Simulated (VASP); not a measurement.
Set up this calculation in VASP 6.6.1, as the native input.

| Item | Value |
| --- | --- |
| Task | single point |
| Functional | r2SCAN |
| Potentials or basis | VASP PAW PBE potentials, release 64 (Sn_d, Se) |
| Cutoff | 520 eV |
| k mesh | 6 × 6 × 4 |
| Occupations | gaussian, width 0.05 eV |
| Spin | no spin polarisation |
| Dipole correction | no |
| Further INCAR settings | ALGO = Normal; EDIFF = 1e-06; NBANDS = 28 |

SnSe, a slab with vacuum:

```
Sn Se
1.0
     4.28609    0.00000    0.00000
     0.00000    4.28609    0.00000
     0.00000    0.00000   10.98985
Sn Se
2 2
Cartesian
  2.1430 0.0000 4.0816
  0.0000 2.1430 6.9083
  2.1430 0.0000 6.7097
  0.0000 2.1430 4.2301
```

This cell differs from its parent crystal: atom 3 (Se) moved +0.050 Å towards its neighbour atom 1 (Sn) at 2.678 Å.

These files were run (other wordings do the same):

POSCAR

```
SnSe
1.0
    4.2860948229      0.0000000000      0.0000000000
    0.0000000000      4.2860948229      0.0000000000
    0.0000000000      0.0000000000     10.9898489716
Sn Se
2 2
Direct
    0.5000000000      0.0000000000      0.3713940265
    0.0000000000      0.5000000000      0.6286059735
    0.5000000000      0.0000000000      0.6105382294
    0.0000000000      0.5000000000      0.3849121175
```

INCAR.step1

```
SYSTEM = SnSe
PREC     = Accurate       ! precision mode
ENCUT    = 520            ! plane-wave cutoff, eV
ISMEAR   = 0              ! smearing method
SIGMA    = 0.05           ! smearing width, eV
LREAL    = .False.        ! projectors in reciprocal space
LASPH    = .True.         ! aspherical terms in the spheres
NELM     = 100            ! most SCF steps
NBANDS   = 28             ! bands
GGA      = PE             ! functional
ALGO     = Normal         ! electronic algorithm
EDIFF    = 1E-4           ! SCF threshold, eV
LWAVE    = .True.         ! write WAVECAR
LCHARG   = .False.        ! write CHGCAR
```

INCAR.step2

```
SYSTEM = SnSe
PREC     = Accurate       ! precision mode
ENCUT    = 520            ! plane-wave cutoff, eV
EDIFF    = 1E-6           ! SCF threshold, eV
ISMEAR   = 0              ! smearing method
SIGMA    = 0.05           ! smearing width, eV
LREAL    = .False.        ! projectors in reciprocal space
LASPH    = .True.         ! aspherical terms in the spheres
NELM     = 100            ! most SCF steps
ALGO     = Normal         ! electronic algorithm
ISIF     = 2              ! what is computed and relaxed
LWAVE    = .False.        ! write WAVECAR
LCHARG   = .True.         ! write CHGCAR
METAGGA  = R2SCAN         ! meta-GGA
LMIXTAU  = .True.       
LELF     = .True.         ! ELF
LVHAR    = .True.       
NBANDS   = 28             ! bands
ISTART   = 1
```

KPOINTS

```
Automatic mesh
0
Gamma
  6 6 4
  0 0 0
```

Potentials or basis: VASP PAW PBE potentials, release 64 (Sn_d, Se).

The run is started by

```console
$ cat potpaw_PBE.64/Sn_d/POTCAR potpaw_PBE.64/Se/POTCAR > POTCAR
$ cp INCAR.step1 INCAR
$ mpirun -np 1 vasp_std > vasp.out
$ cp INCAR.step2 INCAR
$ mpirun -np 1 vasp_std > vasp.out
```

Results of the run:

The largest force is 0.365 eV/Å and the band gap on the k mesh is 1.74 eV.

Caveat: the cell differs from its parent crystal (atom 3 (Se) moved +0.050 Å towards its neighbour atom 1 (Sn) at 2.678 Å); there is no dipole correction, which matters where the two faces differ; the PAW data sets were made with another functional, which shifts forces and pressure a little; spin-orbit coupling is left out, which moves the levels of the heavy elements.

It took 5.6 min on 1 thread of Intel(R) Xeon(R) Platinum 8488C (Sapphire Rapids), on a shared host, peak memory 0.4 GiB.
